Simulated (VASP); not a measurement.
TiO2:

```
CELL_PARAMETERS angstrom
1.46676 0.84684 6.83902
-1.46676 0.84684 6.83902
0.00000 -1.69367 6.83902
ATOMIC_POSITIONS crystal
Ti 0.00000 0.00000 0.00000
O 0.37953 0.37953 0.37953
O 0.62047 0.62047 0.62047
```

Base run:

```yaml
Program: VASP 6.6.1
Functional: PBEsol
Potentials_or_basis: VASP PAW PBE potentials, release 64 (Ti_sv, O)
Cutoff: 520 eV
k_mesh: 10 × 10 × 10
Occupations: fermi-dirac, width 0.05 eV
Spin: no spin polarisation
```

Its results: band gap on the k mesh 2.84 eV, indirect (least direct gap 3.00 eV); pressure 4.6 GPa; largest force 0.557 eV/Å.

**Question.** The run is repeated on the same cell with these changes: functional from PBEsol to LDA; potentials or basis from VASP PAW PBE potentials, release 64 (Ti_sv, O) to VASP PAW LDA potentials, release 64 (Ti_sv, O). What comes out?

**Answer.** Band gap on the k mesh 2.79 eV, indirect (least direct gap 2.94 eV); pressure 1.3 GPa; largest force 0.179 eV/Å.

Caveats: the PAW data sets were made with another functional, which shifts forces and pressure a little (some runs).

A k mesh can miss the band edges.
